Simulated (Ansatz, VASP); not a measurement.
# Cd2Ir: VASP beside Ansatz

File INCAR:

```
  ALGO = Fast
  EDIFF = 1E-6
  EDIFFG = -0.01
  ENCUT = 600
  GGA = PE
  IBRION = 2
  ISIF = 3
  ISMEAR = 0
  LASPH = True
  LCHARG = False
  LREAL = False
  LWAVE = False
  NELM = 60
  NSW = 100
  PREC = Accurate
  SIGMA = 0.1
```

The input KPOINTS:

```
k-points
0
Gamma
  12 12 14
```

The input POSCAR:

```
Cd2Ir
1.0
    4.5290269422      0.0000000000      0.0000000000
   -2.2645134711      3.9222523864      0.0000000000
    0.0000000000      0.0000000000      3.1855554136
Cd Ir
2 1
Direct
    0.3333333333      0.6666666667      0.5000000000
    0.6666666667      0.3333333333      0.5000000000
    0.0000000000      0.0000000000      0.0000000000
```

Input for Ansatz:

```yaml
crystal:
  lattice:
    - [4.5290269422, 0.0, 0.0]
    - [-2.2645134711, 3.9222523864, 0.0]
    - [0.0, 0.0, 3.1855554136]
  atoms:
    - { symbol: Cd, position: [0.3333333333, 0.6666666667, 0.5] }
    - { symbol: Cd, position: [0.6666666667, 0.3333333333, 0.5] }
    - { symbol: Ir, position: [0.0, 0.0, 0.0] }
basis:
  ecutwfc: 420
kpoints:
  mp_grid: { grid: [12, 12, 14] }
hamiltonian:
  xc: pbe
scf:
  occupations: { method: gaussian, width: 0.1 }
output:
  forces: true
  stress: true
  eigenvalues: true
relax:
  adjacent_minimum: "off"
  f_tol: 0.01
  max_steps: 80
  cell: { stress_tol: 0.05 }
```

Alike in both runs: task relaxation of cell and atoms; functional PBE; k mesh 12 × 12 × 14; occupations gaussian, width 0.1 eV; no spin polarisation.

|  | VASP | Ansatz |
| --- | --- | --- |
| version | VASP 6.6.1 | Ansatz 0.2.0 |
| potentials or method | VASP PAW PBE potentials, release 64 (Cd, Ir), cutoff 600 eV | scalar-relativistic, plane waves, PAW |
| valence electrons in the cell | 33 | 57 |

|  | VASP | Ansatz | Ansatz less VASP |
| --- | --- | --- | --- |
| gap on the k mesh at the Fermi level, each at its own relaxed structure (eV) | none | none | - |
| relaxed volume (Å³/atom) | 18.13 | 18.03 | -0.103 |
| relaxed length of the cell vector where the two differ most in proportion (Å) | 4.647 | 4.636 | -0.0116 |

A gap of «none» marks a metal or a gap that the smearing closes. VASP's potentials hold 33 valence electrons a cell and Ansatz's 57, so a difference there can come from the potentials and not from the codes.

Neither program's run includes spin-orbit coupling.
